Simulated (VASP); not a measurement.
# Cl in VASP: further runs, part 2 of 2

VASP 6.6.1.

### Step 4. Single point, PBE+D3(BJ)

Contents of INCAR:

```
ALGO = Normal ; EDIFF = 1E-6
ENCUT = 400 ; GGA = PE
GGA_COMPAT = F ; ISIF = 2
ISMEAR = -1 ; IVDW = 12
LASPH = T ; LCHARG = F
LREAL = F ; LWAVE = F
NBANDS = 70 ; NELM = 120
PREC = Accurate ; SIGMA = 0.02
```

Contents of KPOINTS:

```
k-points
0
Gamma
  1 1 1
```

Contents of POSCAR:

```
Cl
1.0
    8.7065880000      0.0000000000      0.0000000000
    0.0000000000      8.7065880000      0.0000000000
    0.0000000000      0.0000000000      8.7065880000
Cl
16
Direct
    0.3947470582     -0.0626307343      0.3814467849
    0.4043489826      0.1632212297      0.3767606782
    0.8615659774      0.8188167397      0.9192119806
    0.8627604752      0.6993669621      0.7097728754
   -0.0022971111      0.5454030902      0.3717529760
   -0.0737717232      0.6424330633      0.1619922753
    0.0250844533      0.2135624196      0.6462577533
    0.0478717955      0.2651325640      0.8815163874
    0.3934951327      0.5877618190      0.7797084231
    0.4656129359      0.5778497846      1.0006215983
   -0.0179519233      0.0081088022      0.3860065504
   -0.0434843133      0.0500885077      0.1580757008
    0.5831101690      0.1997338108      0.7463543698
    0.3895211304      0.2009512797      0.8648967885
    0.3934147338      0.5401886480      0.3894522171
    0.6219428323      0.5812839657      0.4605133492
```

Potentials or basis: VASP PAW PBE potentials, release 64 (Cl).

Launch:

```
> cat potpaw_PBE.64/Cl/POTCAR > POTCAR
> mpirun -np 1 vasp_gam > vasp.out
```

OUTCAR:

```text
EDIFF = 1E-6
   ENCUT = 400
   GGA = PE
   ISIF = 2
   ISMEAR = -1
   IVDW = 12
   LASPH = T
   LREAL = F
   NELM = 120
   PREC = Accurate
 IVDW          = 12

 ion  position               nearest neighbor table
   1  0.395  0.937  0.381-   2 1.97
   2  0.404  0.163  0.377-   1 1.97
   3  0.862  0.819  0.919-   4 2.10
   4  0.863  0.699  0.710-   3 2.10
   5  0.998  0.545  0.372-   6 2.11
   6  0.926  0.642  0.162-   5 2.11
[... 8 lines left out ...]
  15  0.393  0.540  0.389-  16 2.11
  16  0.622  0.581  0.461-  15 2.11

  LATTYP: Found a simple cubic cell.
 ALAT       =     8.7065880000

  Lattice vectors:

 A1 = (   8.7065880000,   0.0000000000,   0.0000000000)
 A2 = (   0.0000000000,   8.7065880000,   0.0000000000)
 A3 = (   0.0000000000,   0.0000000000,   8.7065880000)

Analysis of symmetry for initial positions (statically):
=====================================================================
 Subroutine PRICEL returns:
 Original cell was already a primitive cell.

 Routine SETGRP: Setting up the symmetry group for a
 simple cubic supercell.

 Subroutine GETGRP returns: Found  1 space group operations
 (whereof  1 operations were pure point group operations)
 out of a pool of 48 trial point group operations.

The static configuration has the point symmetry C_1 .

Analysis of symmetry for dynamics (positions and initial velocities):
=====================================================================
 Subroutine PRICEL returns:
 Original cell was already a primitive cell.

 Routine SETGRP: Setting up the symmetry group for a
 simple cubic supercell.

 Subroutine GETGRP returns: Found  1 space group operations
[... 126 lines left out ...]
     AMIX     =   0.40;   BMIX     =  1.00
     AMIX_MAG =   1.60;   BMIX_MAG =  1.00
  volume/ion in A,a.u.               =      41.25       278.37
  Fermi-wavevector in a.u.,A,eV,Ry     =   0.906357  1.712767 11.176966  0.821484
  Thomas-Fermi vector in A             =   2.030036
   LORBIT       =      0    0 simple, 1 ext, 2 COOP (PROOUT), +10 PAW based schemes
   GGA     = PE    functional components
   LHFCALC =     F    Hartree Fock is set to
   AEXX    =    0.0000 exact exchange contribution
   IVDW    =    12    specifies the selected vdW correction
   LEPSILON=     F    determine dielectric tensor
   LRPA    =     F    only Hartree local field effects (RPA)
 non-spin polarized calculation
  energy-cutoff  :      400.00
  volume of cell :      660.00
 maximum number of plane-waves:      5991
 NGX is ok and might be reduce to    60
   NGX = 29   NGY = 29   NGZ = 29

 number of electron     111.9999999 magnetization

 Free energy of the ion-electron system (eV)
  ---------------------------------------------------
  ext. energy  EPLUGINS =         0.00000000
  ---------------------------------------------------
  free energy    TOTEN  =       -29.20491649 eV

  energy without entropy =      -29.20491649  energy(sigma->0) =      -29.20491649

 E-fermi :  -1.8143     XC(G=0):  -6.1776

 val. band max:       -2.2933969399   @ k =   0.0000   0.0000   0.0000
 cond. band min:      -1.1272761220   @ k =   0.0000   0.0000   0.0000
 fundamental gap:      1.1661208179
 Fermi energy:        -1.8142759068

 k-point     1 :       0.0000    0.0000    0.0000
  band No.  band energies     occupation
      1     -19.2739      2.00000
      2     -18.9228      2.00000
      3     -18.9146      2.00000
      4     -18.8310      2.00000
      5     -18.5908      2.00000
      6     -18.5657      2.00000
[... 60 lines left out ...]
     67       5.0788      0.00000
     68       5.2577      0.00000
 [bands above 68 left out]

------------------------ aborting loop because EDIFF is reached ----------------------------------------

 Edisp (eV)   -1.55752

 E8    (eV) :    -0.5049

  FORCE on cell =-STRESS in cart. coord.  units (eV):
  Direction    XX          YY          ZZ          XY          YZ          ZX
  --------------------------------------------------------------------------------------
  -------------------------------------------------------------------------------------
  Total      -3.57307    -1.30572    -9.35966    -0.39715    -1.19256    -1.98478
  in kB      -8.67377    -3.16969   -22.72096    -0.96411    -2.89499    -4.81813
  external pressure =      -11.52 kB  Pullay stress =        0.00 kB

 VOLUME and BASIS-vectors are now :
 -----------------------------------------------------------------------------
  energy-cutoff  :      400.00
  volume of cell :      660.00
      direct lattice vectors                 reciprocal lattice vectors
     8.706588000  0.000000000  0.000000000     0.114855555  0.000000000  0.000000000
     0.000000000  8.706588000  0.000000000     0.000000000  0.114855555  0.000000000
     0.000000000  0.000000000  8.706588000     0.000000000  0.000000000  0.114855555

 POSITION                                       TOTAL-FORCE (eV/Angst)
 -----------------------------------------------------------------------------------
      3.43690      8.16129      3.32110        -0.019330     -0.960376      0.007864
      3.52050      1.42110      3.28030        -0.011071      0.949718     -0.077780
      7.50130      7.12910      8.00320        -0.071119     -0.565045     -0.968412
      7.51170      6.08910      6.17970         0.127725      0.606996      0.856245
      8.68659      4.74860      3.23670        -0.285627      0.202987     -0.474850
      8.06429      5.59340      1.41040         0.424704     -0.293618      0.700782
[... 8 lines left out ...]
      3.42530      4.70320      3.39080         0.912041      0.366825      0.399241
      5.41500      5.06100      4.00950        -0.894681     -0.376684     -0.602239
 -----------------------------------------------------------------------------------
    total drift:                               -0.000161      0.000457     -0.000133

  FREE ENERGIE OF THE ION-ELECTRON SYSTEM (eV)
  ---------------------------------------------------
  free  energy   TOTEN  =       -30.7624345842 eV

  energy  without entropy=      -30.7624345842  energy(sigma->0) =      -30.76243458
```

stdout:

```text
POSCAR found type information on POSCAR Cl
 POSCAR found :  1 types and      16 ions
 scaLAPACK will be used
 LDA part: xc-table for (Slater+PW92), standard interpolation
 POSCAR, INCAR and KPOINTS ok, starting setup
 FFT: planning ... GRIDC
 FFT: planning ... GRID_SOFT
 FFT: planning ... GRID
 WAVECAR not read
 entering main loop
```

Run time: 1.7 min. Hardware: 1 thread of Intel Xeon 8259CL, shared host; peak memory 0.48 GiB.

Results:

| Item | Value |
| --- | --- |
| Free energy | -30.7624 eV |
| Pressure | -1.2 GPa |
| Largest force | 1.175 eV/Å |
| Dispersion energy per atom | -0.097 eV |

Forces in eV/Å, atoms in the order of the input:
```
Cl  -0.019 -0.960  0.008
Cl  -0.011  0.950 -0.078
Cl  -0.071 -0.565 -0.968
Cl   0.128  0.607  0.856
Cl  -0.286  0.203 -0.475
Cl   0.425 -0.294  0.701
Cl   0.178  0.124  1.056
Cl  -0.485 -0.269 -1.036
Cl   0.058  0.059  0.298
Cl  -0.189  0.056 -0.248
Cl  -0.213  0.073 -0.302
Cl   0.197  0.212  0.369
Cl   0.506 -0.025 -0.055
Cl  -0.234 -0.162  0.076
Cl   0.912  0.367  0.399
Cl  -0.895 -0.377 -0.602
```

Caveat: the k points lie up to 0.72 Å⁻¹ apart.

### Step 5. Relaxation of the atoms, PBE+D3(BJ)

Contents of INCAR:

```
  PREC = Accurate
  ENCUT = 450
  EDIFF = 1E-7
  ISMEAR = -1
  SIGMA = 0.02
  LREAL = False
  LASPH = True
  NELM = 120
  ALGO = Normal
  ISIF = 2
  LWAVE = False
  LCHARG = False
  GGA = PE
  IVDW = 12
  IBRION = 2
  NSW = 35
  EDIFFG = -0.3
  GGA_COMPAT = False
  NELMIN = 4
```

Contents of KPOINTS:

```
Automatic mesh
0
Gamma
  1 1 1
```

Contents of POSCAR:

```
Cl
1.0
    8.7065880000      0.0000000000      0.0000000000
    0.0000000000      8.7065880000      0.0000000000
    0.0000000000      0.0000000000      8.7065880000
Cl
16
Direct
    0.5333676000     -0.0194449000      0.3315539000
    0.4235820000      0.1656839000      0.4166450000
    0.6942707000      0.7472514000      0.9709344000
    0.6828788000      0.7371542000      0.7399922000
    0.0690697000      0.6669223000      0.4469034000
    0.0102715000      0.6385451000      0.2248595000
    0.0637524000      0.3432702000      0.5972303000
    0.0231150000      0.3438550000      0.8250774000
    0.3316043000      0.5610964000      0.8431922000
    0.3932196000      0.4774711000      1.0500168000
    0.0733241000      0.0627374000      0.3091570000
    0.0130725000      0.0218381000      0.0894685000
    0.6535284000      0.1770219000      0.8191578000
    0.4494558000      0.0678874000      0.8159854000
    0.4508065000      0.4735229000      0.4178965000
    0.6737023000      0.4142553000      0.3986383000
```

Potentials or basis: VASP PAW PBE potentials, release 64 (Cl).

Launch:

```
> cat potpaw_PBE.64/Cl/POTCAR > POTCAR
> mpirun -np 1 vasp_gam > vasp.out
```

OUTCAR:

```text
PREC = Accurate
   ENCUT = 450
   EDIFF = 1E-7
   ISMEAR = -1
   LREAL = False
   LASPH = True
   NELM = 120
   ISIF = 2
   GGA = PE
   IVDW = 12
   IBRION = 2
   NSW = 35
   EDIFFG = -0.3
   NELMIN = 4
 IVDW          = 12

 ion  position               nearest neighbor table
   1  0.533  0.981  0.332-   2 2.02
   2  0.424  0.166  0.417-   1 2.02
   3  0.694  0.747  0.971-   4 2.02
   4  0.683  0.737  0.740-   3 2.02
   5  0.069  0.667  0.447-   6 2.02
   6  0.010  0.639  0.225-   5 2.02
[... 8 lines left out ...]
  15  0.451  0.474  0.418-  16 2.02
  16  0.674  0.414  0.399-  15 2.02

  LATTYP: Found a simple cubic cell.
 ALAT       =     8.7065880000

  Lattice vectors:

 A1 = (   8.7065880000,   0.0000000000,   0.0000000000)
 A2 = (   0.0000000000,   8.7065880000,   0.0000000000)
 A3 = (   0.0000000000,   0.0000000000,   8.7065880000)

Analysis of symmetry for initial positions (statically):
=====================================================================
 Subroutine PRICEL returns:
 Original cell was already a primitive cell.

 Routine SETGRP: Setting up the symmetry group for a
 simple cubic supercell.

 Subroutine GETGRP returns: Found  1 space group operations
 (whereof  1 operations were pure point group operations)
 out of a pool of 48 trial point group operations.

[... 140 lines left out ...]
  Fermi-wavevector in a.u.,A,eV,Ry     =   0.906357  1.712767 11.176966  0.821484
  Thomas-Fermi vector in A             =   2.030036
   LORBIT       =      0    0 simple, 1 ext, 2 COOP (PROOUT), +10 PAW based schemes
   GGA     = PE    functional components
   LHFCALC =     F    Hartree Fock is set to
   AEXX    =    0.0000 exact exchange contribution
   IVDW    =    12    specifies the selected vdW correction
   LEPSILON=     F    determine dielectric tensor
   LRPA    =     F    only Hartree local field effects (RPA)
 conjugate gradient relaxation of ions
 non-spin polarized calculation
  energy-cutoff  :      450.00
  volume of cell :      660.00
 maximum number of plane-waves:      7122
   NGX = 31   NGY = 31   NGZ = 31

--------------------------------------- Ionic step        1  -------------------------------------------

 number of electron     111.9999999 magnetization

 Free energy of the ion-electron system (eV)
  ---------------------------------------------------
  ext. energy  EPLUGINS =         0.00000000
  ---------------------------------------------------
  free energy    TOTEN  =       -28.46573169 eV

  energy without entropy =      -28.46573169  energy(sigma->0) =      -28.46573169

------------------------ aborting loop because EDIFF is reached ----------------------------------------

 Edisp (eV)   -1.56800

 E8    (eV) :    -0.5100
[... 207 lines left out ...]
--------------------------------------- Ionic step        5  -------------------------------------------

 number of electron     111.9999999 magnetization

 Free energy of the ion-electron system (eV)
  ---------------------------------------------------
  ext. energy  EPLUGINS =         0.00000000
  ---------------------------------------------------
  free energy    TOTEN  =       -28.85803516 eV

  energy without entropy =      -28.85803516  energy(sigma->0) =      -28.85803516

 E-fermi :  -1.8462     XC(G=0):  -6.1807

 val. band max:       -2.3738105998   @ k =   0.0000   0.0000   0.0000
 cond. band min:      -0.1133630262   @ k =   0.0000   0.0000   0.0000
 fundamental gap:      2.2604475736
 Fermi energy:        -1.8461922940

 k-point     1 :       0.0000    0.0000    0.0000
  band No.  band energies     occupation
      1     -19.2595      2.00000
      2     -19.1801      2.00000
      3     -19.0766      2.00000
      4     -18.9433      2.00000
      5     -18.8936      2.00000
      6     -18.8706      2.00000
[... 106 lines left out ...]
  FREE ENERGIE OF THE ION-ELECTRON SYSTEM (eV)
  ---------------------------------------------------
  free  energy   TOTEN  =       -30.4183219478 eV

  energy  without entropy=      -30.4183219477  energy(sigma->0) =      -30.41832195

 reached required accuracy - stopping structural energy minimisation
```

OSZICAR:

```text
N       E                     dE             d eps       ncg     rms          rms(c)
DAV:   1     0.114656618172E+04    0.11466E+04   -0.47061E+04   134   0.128E+03
DAV:   2     0.115302350061E+03   -0.10313E+04   -0.10103E+04   193   0.272E+02
DAV:   3    -0.267598298784E+02   -0.14206E+03   -0.14056E+03   156   0.115E+02
[... 65 lines left out ...]
DAV:   9    -0.288580367164E+02    0.24312E-05   -0.12053E-05   140   0.125E-02    0.958E-03
DAV:  10    -0.288580360558E+02    0.66052E-06   -0.25368E-06   148   0.669E-03    0.390E-03
DAV:  11    -0.288580355201E+02    0.53573E-06   -0.82424E-07   164   0.449E-03    0.302E-03
DAV:  12    -0.288580351930E+02    0.32712E-06   -0.51294E-07   140   0.398E-03    0.172E-03
DAV:  13    -0.288580351644E+02    0.28628E-07   -0.22695E-07    84   0.215E-03
   5 F= -.30418322E+02 E0= -.30418322E+02  d E =-.275443E+00
```

Wall time 7.2 min (1 thread of Intel Xeon 8259CL, shared host); peak memory 0.5 GiB.

Results:

```
Free energy                  : -30.4183 eV
Energy gained by relaxing    : 24.0 meV/atom
Ionic steps                  : 5
Pressure after relaxing      : -0.2 GPa
Largest force after relaxing : 0.290 eV/Å
Dispersion energy per atom   : -0.098 eV
```

Forces on the atoms (eV/Å):
```
Cl  -0.035 -0.125  0.049
Cl   0.084 -0.108  0.002
Cl   0.078 -0.009 -0.181
Cl   0.140  0.012  0.102
Cl  -0.024  0.028 -0.287
Cl   0.024  0.010  0.215
Cl  -0.048 -0.167  0.160
Cl  -0.094 -0.171 -0.133
Cl   0.109 -0.073  0.006
Cl  -0.101  0.052  0.001
Cl  -0.141  0.063 -0.108
Cl  -0.040  0.134  0.025
Cl  -0.039 -0.002 -0.010
Cl   0.028  0.077  0.102
Cl  -0.002  0.101 -0.005
Cl   0.061  0.177  0.062
```

Stress tensor (GPa, compression positive):
```
-0.20  0.23  0.03
 0.23  0.06 -0.18
 0.03 -0.18 -0.61
```

The path:
```
step  energy change (eV)  largest force (eV/Å)  pressure (GPa)
   1              0.0000                0.9588           -0.25
   2             -0.1085                0.7480            0.44
   3             -0.1091                0.7437            0.50
   4             -0.2124                0.5399            0.29
   5             -0.3846                0.2897           -0.25
```

Final structure:
```
CELL_PARAMETERS angstrom
8.70659 0.00000 0.00000
0.00000 8.70659 0.00000
0.00000 0.00000 8.70659
ATOMIC_POSITIONS crystal
Cl 0.53362 0.96255 0.33204
Cl 0.42217 0.14497 0.41462
Cl 0.69772 0.74770 0.96860
Cl 0.68823 0.73656 0.73910
Cl 0.07070 0.67532 0.44159
Cl 0.00817 0.63720 0.22296
Cl 0.06339 0.33170 0.60186
Cl 0.01414 0.33423 0.82656
Cl 0.33962 0.56176 0.84245
Cl 0.38786 0.47771 0.05115
Cl 0.06978 0.06549 0.30673
Cl 0.01100 0.02665 0.08801
Cl 0.65296 0.17743 0.81862
Cl 0.44941 0.07080 0.82008
Cl 0.45785 0.50391 0.42146
Cl 0.67242 0.42510 0.40087
```

Caveat: the k points lie up to 0.72 Å⁻¹ apart; the relaxation stopped at a loose force limit of 0.3 eV/Å, so its end isn't a converged minimum.

### Step 6. Molecular dynamics, PBE+D3(BJ)

Contents of INCAR:

```
  ALGO = Normal
  EDIFF = 1E-5
  ENCUT = 350
  GGA = PE
  GGA_COMPAT = False
  IBRION = 0
  ISIF = 2
  ISMEAR = -1
  ISYM = 0
  IVDW = 12
  LANGEVIN_GAMMA = 20
  LASPH = True
  LCHARG = False
  LREAL = False
  LWAVE = False
  MAXMIX = 40
  MDALGO = 3
  NELM = 120
  NELMIN = 4
  NSW = 40
  POTIM = 2.0
  PREC = Normal
  RANDOM_SEED = 677109 0 0
  SIGMA = 0.02
  TEBEG = 350.0
  TEEND = 350.0
```

Contents of KPOINTS:

```
k-points
0
Gamma
  1 1 1
```

Contents of POSCAR:

```
Cl
1.0
    8.7065880000      0.0000000000      0.0000000000
    0.0000000000      8.7065880000      0.0000000000
    0.0000000000      0.0000000000      8.7065880000
Cl
16
Direct
    0.4153137400     -0.0894385700      0.4153985000
    0.4179046900      0.1450100000      0.4104301400
    0.8242547000      0.7237277000      0.9270799600
    0.8830280800      0.7063179000      0.7016715400
    0.0334245900      0.5982359900      0.4114077400
   -0.0130793200      0.6372500200      0.1816414000
    0.0375832200      0.2817461200      0.6074329200
    0.0240586500      0.2219210900      0.8351101800
    0.4003638900      0.5496827800      0.7979244700
    0.4045576200      0.5407133200      1.0309994600
   -0.0118868000      0.1156775100      0.3296473400
   -0.0226877600      0.0612155900      0.1025994100
    0.6542714700      0.1798449000      0.8425409100
    0.4267531700      0.1333711800      0.8631127000
    0.4160429900      0.5436657300      0.4147916200
    0.6491182600      0.5301264400      0.4249203200
```

Potentials or basis: VASP PAW PBE potentials, release 64 (Cl).

Launch:

```
> cat potpaw_PBE.64/Cl/POTCAR > POTCAR
> mpirun -np 1 vasp_gam > vasp.out
```

Run time: 13 min. Hardware: 1 thread of Intel Xeon 8259CL, shared host; peak memory 0.27 GiB.

Results (log left out):

- Dispersion energy per atom: -0.097 eV

Caveat: the k points lie up to 0.72 Å⁻¹ apart.

### Step 7. Summary

| task | cell | cutoff (eV) | pressure (GPa) | largest force (eV/Å) |
| --- | --- | --- | --- | --- |
| single point | as given, atomic positions A | 400 | -1.1 | 1.69 |
| single point | as given, atomic positions B | 400 | -0.4 | 2.11 |
| single point | as given, atomic positions C | 400 | -1.2 | 1.18 |
| relaxation of the atoms | atoms relaxed, atomic positions D | 450 | -0.2 | 0.29 |
| molecular dynamics | as given, atomic positions E | 350 | - | - |

Alike in all rows: level PBE+D3(BJ); potentials or basis VASP PAW PBE potentials, release 64 (Cl); no spin polarisation; k mesh 1 × 1 × 1; smearing fermi-dirac 0.02 eV.

Caveats: all runs use coarse meshes; the relaxation stopped at a loose force limit of 0.3 eV/Å, so its end isn't a converged minimum (at least some runs).

Total energies depend on the potentials used, so only differences within one code and one set of settings carry meaning.
